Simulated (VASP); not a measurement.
# P (Imma) in VASP: notebook, part 2 of 2

VASP 6.6.1. The steps go on from the part before.

**3. Single point, PBEsol (strain -0.015 along x and y, +0.015 along z)**

INCAR

```
ALGO = Normal
EDIFF = 1E-6
ENCUT = 520
GGA = PS
ISIF = 2
ISMEAR = 0
LASPH = True
LCHARG = False
LREAL = False
LWAVE = False
NBANDS = 12
NELM = 60
PREC = Accurate
SIGMA = 0.15
```

KPOINTS

```
k-points
0
Gamma
  18 18 18
```

POSCAR

```
P
1.0
   -1.6661373925      2.4774375617      1.8868282978
    1.6661373925     -2.4774375617      1.8868282978
    1.6661373925      2.4774375617     -1.8868282978
P
2
Direct
    0.8033091100      0.0533091100      0.7500000000
    0.1966908900      0.9466908900      0.2500000000
```

Potentials or basis: VASP PAW PBE potentials, release 64 (P).

Launch:

```console
$ cat potpaw_PBE.64/P/POTCAR > POTCAR
$ mpirun -np 1 vasp_std > vasp.out
```

OUTCAR:

```text
EDIFF = 1E-6
   ENCUT = 520
   GGA = PS
   ISIF = 2
   ISMEAR = 0
   LASPH = True
   LREAL = False
   NELM = 60
   PREC = Accurate

 ion  position               nearest neighbor table
   1  0.803  0.053  0.750-   2 2.23   2 2.23   2 2.51   2 2.51   2 2.83   2 2.83
   2  0.197  0.947  0.250-   1 2.23   1 2.23   1 2.51   1 2.51   1 2.83   1 2.83

  LATTYP: Found a body centered orthorhombic cell.
 ALAT       =     3.3322747850
 B/A-ratio  =     1.1324566067
 C/A-ratio  =     1.4869347347

  Lattice vectors:

 A1 = (   1.6661373925,  -2.4774375617,  -1.8868282978)
 A2 = (  -1.6661373925,  -2.4774375617,   1.8868282978)
 A3 = (  -1.6661373925,   2.4774375617,  -1.8868282978)

Analysis of symmetry for initial positions (statically):
=====================================================================
 Subroutine PRICEL returns:
 Original cell was already a primitive cell.

 Routine SETGRP: Setting up the symmetry group for a
 body centered orthorhombic supercell.

 Subroutine GETGRP returns: Found  8 space group operations
 (whereof  4 operations were pure point group operations)
 out of a pool of  8 trial point group operations.

The static configuration has the point symmetry C_2h.
 The point group associated with its full space group is D_2h.

Analysis of symmetry for dynamics (positions and initial velocities):
=====================================================================
 Subroutine PRICEL returns:
 Original cell was already a primitive cell.

 Routine SETGRP: Setting up the symmetry group for a
 body centered orthorhombic supercell.

 Subroutine GETGRP returns: Found  8 space group operations
 (whereof  4 operations were pure point group operations)
 out of a pool of  8 trial point group operations.

The dynamic configuration has the point symmetry C_2h.
 The point group associated with its full space group is D_2h.

 Subroutine INISYM returns: Found  8 space group operations
 (whereof  4 operations are pure point group operations),
 and found     1 'primitive' translations

----------------------------------------------------------------------------------------

                                     Primitive cell

  volume of cell :      31.1534

  direct lattice vectors                    reciprocal lattice vectors
    -1.666137393  2.477437562  1.886828298     0.000000000  0.201821433  0.264994966
     1.666137393 -2.477437562  1.886828298     0.300095300  0.000000000  0.264994966
     1.666137393  2.477437562 -1.886828298     0.300095300  0.201821433  0.000000000

  length of vectors
     3.531831212  3.531831212  3.531831212     0.333097918  0.400349248  0.361647729

  position of ions in fractional coordinates (direct lattice)
     0.803309110  0.053309110  0.750000000
     0.196690890  0.946690890  0.250000000

  ion indices of the primitive-cell ions
   primitive index   ion index
                 1           1
                 2           2

----------------------------------------------------------------------------------------

 KPOINTS: k-points

Automatic generation of k-mesh.
 Grid dimensions read from file:
 generate k-points for:   18   18   18

 Generating k-lattice:

  Cartesian coordinates                     Fractional coordinates (reciprocal lattice)
     0.000000000  0.011212302  0.014721943     0.055555556  0.000000000  0.000000000
     0.016671961  0.000000000  0.014721943     0.000000000  0.055555556  0.000000000
[... 42 lines left out ...]
   total plane-waves  NPLWV =  21952
   dimension x,y,z NGX =    28 NGY =   28 NGZ =   28
   dimension x,y,z NGXF=    56 NGYF=   56 NGZF=   56
   ions per type =               2
   NGX,Y,Z   is equivalent  to a cutoff of  13.18, 13.18, 13.18 a.u.
   NGXF,Y,Z  is equivalent  to a cutoff of  26.36, 26.36, 26.36 a.u.
 SYSTEM =  unknown system
   PREC   = accura    normal or accurate (medium, high low for compatibility)
   ISTART =      0    job   : 0-new  1-cont  2-samecut
   ICHARG =      2    charge: 1-file 2-atom 10-const
   ISPIN  =      1    spin polarized calculation?
   LNONCOLLINEAR =      F non collinear calculations
   LSORBIT =      F    spin-orbit coupling
   LASPH  =      T    aspherical Exc in radial PAW
   ENCUT  =  520.0 eV  38.22 Ry    6.18 a.u.   6.57  6.57  6.57*2*pi/ulx,y,z
   NELM   =     60;   NELMIN=  2; NELMDL= -5     # of ELM steps
   EDIFF  = 0.1E-05   stopping-criterion for ELM
   LREAL  =      F    real-space projection
   EDIFFG = 0.1E-04   stopping-criterion for IOM
   NSW    =      0    number of steps for IOM
   IBRION =     -1    ionic relax: 0-MD 1-quasi-New 2-CG
   NFREE  =      0    steps in history (QN), initial steepest desc. (CG)
   ISIF   =      2    stress and relaxation
   ISYM   =      2    0-nonsym 1-usesym 2-fastsym
   POTIM  = 0.5000    time-step for ionic-motion
   TEBEG  =    0.0;   TEEND  =   0.0 temperature during run
   PSTRESS=    0.0 pullay stress
   NELECT =      10.0000    total number of electrons
   NUPDOWN=      -1.0000    fix difference up-down
   EMIN   =  10.00;   EMAX   =-10.00  energy-range for DOS
   EFERMI =   0.00;   METHOD = LEGACY
   ISMEAR =     0;   SIGMA  =   0.15  broadening in eV -4-tet -1-fermi 0-gaus
   EFERMI_NEDOS =   21; number of points for ismear=-14 and -15
   IALGO  =     38    algorithm
   IMIX   =      4    mixing-type and parameters
     AMIX     =   0.40;   BMIX     =  1.00
     AMIX_MAG =   1.60;   BMIX_MAG =  1.00
  volume/ion in A,a.u.               =      15.58       105.12
  Fermi-wavevector in a.u.,A,eV,Ry     =   1.120915  2.118223 17.095060  1.256451
  Thomas-Fermi vector in A             =   2.257565
   LORBIT       =      0    0 simple, 1 ext, 2 COOP (PROOUT), +10 PAW based schemes
   GGA     = PS    functional components
   LHFCALC =     F    Hartree Fock is set to
   AEXX    =    0.0000 exact exchange contribution
   IVDW    =     0    specifies the selected vdW correction
   LEPSILON=     F    determine dielectric tensor
   LRPA    =     F    only Hartree local field effects (RPA)
 non-spin polarized calculation
 Gauss-broadening in eV      SIGMA  =   0.15
  energy-cutoff  :      520.00
  volume of cell :       31.15
 maximum number of plane-waves:       855
   NGX = 13   NGY = 13   NGZ = 13

 number of electron      10.0000000 magnetization

 Free energy of the ion-electron system (eV)
  ---------------------------------------------------
  ext. energy  EPLUGINS =         0.00000000
  ---------------------------------------------------
  free energy    TOTEN  =       -11.54008466 eV

  energy without entropy =      -11.53692741  energy(sigma->0) =      -11.53850604

 E-fermi :   9.1808     XC(G=0): -11.0323

 val. band max:        9.1701643104   @ k =  -0.1667  -0.2222   0.1667
 cond. band min:       9.1902349331   @ k =   0.3333   0.3333   0.1667
 fundamental gap:      0.0200706227
 Fermi energy:         9.1808491780

 k-point     1 :       0.0000    0.0000    0.0000
  band No.  band energies     occupation
      1      -7.4272      2.00000
      2       5.9006      2.00000
      3       6.1322      2.00000
      4       6.5976      2.00000
      5       6.7174      2.00000
      6      10.5000      0.00000
      7      11.7106      0.00000
      8      13.1454      0.00000
      9      14.4477      0.00000
     10      15.7692      0.00000
     11      16.1172      0.00000
     12      16.2074      0.00000
[... 331 lines left out ...]
 k-point    24 :      -0.2778    0.0556   -0.0000
  band No.  band energies     occupation
      1      -6.5674      2.00000
      2       1.2882      2.00000
      3       5.7676      2.00000
      4       6.8898      2.00000
      5       8.3559      2.00000
      6      10.5404      0.00000
      7      10.9637      0.00000
      8      11.8705      0.00000
      9      14.9195      0.00000
     10      15.4411      0.00000
     11      16.8176      0.00000
     12      19.6616      0.00000

 [... further k-points ...]

------------------------ aborting loop because EDIFF is reached ----------------------------------------

  FORCE on cell =-STRESS in cart. coord.  units (eV):
  Direction    XX          YY          ZZ          XY          YZ          ZX
  --------------------------------------------------------------------------------------
  -------------------------------------------------------------------------------------
  Total        0.4869042      0.4845763     -0.3176760      0.0000000      0.0000000      0.0000000
  in kB       25.0408024     24.9210817    -16.3376316      0.0000000      0.0000000      0.0000000
  external PRESSURE =      11.2080842 kB  Pullay stress =       0.0000000 kB

 VOLUME and BASIS-vectors are now :
 -----------------------------------------------------------------------------
  energy-cutoff  :      520.00
  volume of cell :       31.15
      direct lattice vectors                 reciprocal lattice vectors
    -1.666137393  2.477437562  1.886828298     0.000000000  0.201821433  0.264994966
     1.666137393 -2.477437562  1.886828298     0.300095300  0.000000000  0.264994966
     1.666137393  2.477437562 -1.886828298     0.300095300  0.201821433  0.000000000

 POSITION                                       TOTAL-FORCE (eV/Angst)
 -----------------------------------------------------------------------------------
      0.00000      3.71616      0.20117         0.000000     -0.000000     -0.350512
      1.66614     -1.23872      1.68566        -0.000000      0.000000      0.350512
 -----------------------------------------------------------------------------------
    total drift:                                0.000000     -0.000000     -0.000000

  FREE ENERGIE OF THE ION-ELECTRON SYSTEM (eV)
  ---------------------------------------------------
  free  energy   TOTEN  =       -11.5400846647 eV

  energy  without entropy=      -11.5369274105  energy(sigma->0) =      -11.53850604
```

OSZICAR:

```text
N       E                     dE             d eps       ncg     rms          rms(c)
DAV:   1     0.174338750980E+02    0.17434E+02   -0.44554E+03 20760   0.718E+02
DAV:   2    -0.105576978826E+02   -0.27992E+02   -0.26615E+02 27576   0.111E+02
DAV:   3    -0.115895727059E+02   -0.10319E+01   -0.10247E+01 27000   0.197E+01
DAV:   4    -0.115958034538E+02   -0.62307E-02   -0.62295E-02 24724   0.185E+00
DAV:   5    -0.115958496084E+02   -0.46155E-04   -0.46153E-04 27160   0.152E-01    0.706E+00
DAV:   6    -0.115582367953E+02    0.37613E-01   -0.13748E-02 24552   0.657E-01    0.417E+00
DAV:   7    -0.115401515731E+02    0.18085E-01   -0.23411E-02 24936   0.909E-01    0.109E-01
DAV:   8    -0.115400650224E+02    0.86551E-04   -0.27694E-03 23772   0.349E-01    0.873E-02
DAV:   9    -0.115400776642E+02   -0.12642E-04   -0.94156E-05 26308   0.668E-02    0.586E-02
DAV:  10    -0.115400842906E+02   -0.66264E-05   -0.71814E-06 24888   0.169E-02    0.164E-02
DAV:  11    -0.115400846647E+02   -0.37412E-06   -0.13810E-06 21492   0.791E-03
   1 F= -.11540085E+02 E0= -.11538506E+02  d E =-.315725E-02
```

It took 4.2 min on 1 thread of Intel Xeon Platinum 8375C at 2.90GHz (Ice Lake), shared host; peak memory 0.35 GiB.

What came out:

| Property | Result |
| --- | --- |
| Free energy | -11.5401 eV |
| Pressure | 1.1 GPa |
| Largest force | 0.351 eV/Å |
| Band gap on the k mesh | zero (bands 5 and 6 overlap by 0.94 eV) |

Forces on the atoms (eV/Å):
```
P    0.000  0.000 -0.351
P    0.000  0.000  0.351
```

Stress tensor (GPa, compression positive):
```
 2.50  0.00  0.00
 0.00  2.49  0.00
 0.00  0.00 -1.63
```

Levels at points of the mesh, in eV from the Fermi level:
| k point | band 1 | band 2 | band 3 | band 4 | band 5 | band 6 | band 7 | band 8 | band 9 | band 10 |
| --- | --- | --- | --- | --- | --- | --- | --- | --- | --- | --- |
| (0.00, 0.00, 0.00) | -16.61 | -3.28 | -3.05 | -2.58 | -2.46 | 1.32 | 2.53 | 3.96 | 5.27 | 6.59 |
| (0.50, 0.00, 0.00) | -14.09 | -11.32 | -3.11 | -1.71 | -1.68 | 0.55 | 0.88 | 1.94 | 8.49 | 9.18 |
| (0.00, 0.50, 0.00) | -12.57 | -10.24 | -6.44 | -5.45 | -5.35 | 0.18 | 6.48 | 7.53 | 8.40 | 9.57 |
| (0.50, 0.50, 0.00) | -12.36 | -12.36 | -3.63 | -3.63 | -0.12 | -0.12 | 0.08 | 0.08 | 10.30 | 10.30 |
| (0.50, 0.50, 0.50) | -12.99 | -8.66 | -8.16 | -5.60 | -4.98 | 0.06 | 6.60 | 8.62 | 9.05 | 9.32 |

Caveat: the cell differs from its parent crystal (strain -0.015 along x and y, +0.015 along z); the PAW data sets were made with another functional, which shifts forces and pressure a little.

**4. Single point, PBEsol (strain -0.015 along x and y, +0.030 along z)**

INCAR

```
PREC = Accurate
ENCUT = 520
EDIFF = 1E-6
ISMEAR = 0
SIGMA = 0.15
LREAL = F
LASPH = T
NELM = 60
ALGO = Normal
ISIF = 2
LWAVE = F
LCHARG = T
GGA = PS
LELF = T
LVHAR = T
NBANDS = 12
```

KPOINTS

```
regular mesh
0
Gamma
  18 18 18
```

POSCAR

```
P
1.0
   -1.6661373925      2.4774375617      1.9147124599
    1.6661373925     -2.4774375617      1.9147124599
    1.6661373925      2.4774375617     -1.9147124599
P
2
Direct
    0.8033091100      0.0533091100      0.7500000000
    0.1966908900      0.9466908900      0.2500000000
```

Launch:

```console
$ cat potpaw_PBE.64/P/POTCAR > POTCAR
$ mpirun -np 1 vasp_std > vasp.out
```

Wall time 4.1 min (1 thread of Intel Xeon Platinum 8375C at 2.90GHz (Ice Lake), shared host); peak memory 0.35 GiB.

The run converged. Its results:

```yaml
Free_energy: -11.5321 eV
Pressure: -0.3 GPa
Largest_force: 0.161 eV/Å
Band_gap_on_the_k_mesh: zero (bands 5 and 6 overlap by 0.85 eV)
```

Forces in eV/Å, atoms in the order of the input:
```
P    0.000  0.000 -0.161
P    0.000  0.000  0.161
```

Stress tensor (GPa, compression positive):
```
 0.87  0.00  0.00
 0.00  2.33  0.00
 0.00  0.00 -3.96
```

Levels at points of the mesh, in eV from the Fermi level:
```tsv
k point	band 2	band 3	band 4	band 5	band 6	band 7	band 8	band 9
(0.00, 0.00, 0.00)	-3.26	-3.19	-2.52	-2.39	1.33	2.63	3.83	5.44
(0.50, 0.00, 0.00)	-11.22	-2.96	-1.65	-1.59	0.62	0.99	1.95	8.23
(0.00, 0.50, 0.00)	-10.11	-6.33	-5.29	-5.28	0.31	6.17	7.59	8.14
(0.50, 0.50, 0.00)	-12.21	-3.64	-3.64	-0.20	-0.20	0.18	0.18	10.23
(0.50, 0.50, 0.50)	-8.51	-8.27	-5.57	-4.78	0.22	6.47	8.56	8.99
```

Caveat: the cell differs from its parent crystal (strain -0.015 along x and y, +0.030 along z); the PAW data sets were made with another functional, which shifts forces and pressure a little.

**5. The runs side by side**

```csv
cell,gap on the mesh (eV),pressure (GPa),largest force (eV/Å)
"a = 3.541 Å, angles 122.9, 89.5, 117.7°, 2 atoms",none,0.6,0.58
"a = 3.532 Å, angles 123.7, 90.9, 115.4°, 2 atoms",none,1.1,0.35
"a = 3.547 Å, angles 124.0, 91.4, 114.7°, 2 atoms",none,-0.3,0.16
```

Alike in all rows: task single point; level PBEsol; potentials or basis VASP PAW PBE potentials, release 64 (P); no spin polarisation; k mesh 18 × 18 × 18; cutoff (eV) 520; smearing gaussian 0.15 eV.

Caveats: the PAW data sets were made with another functional, which shifts forces and pressure a little.

Total energies depend on the potentials used, so only differences within one code and one set of settings carry meaning.
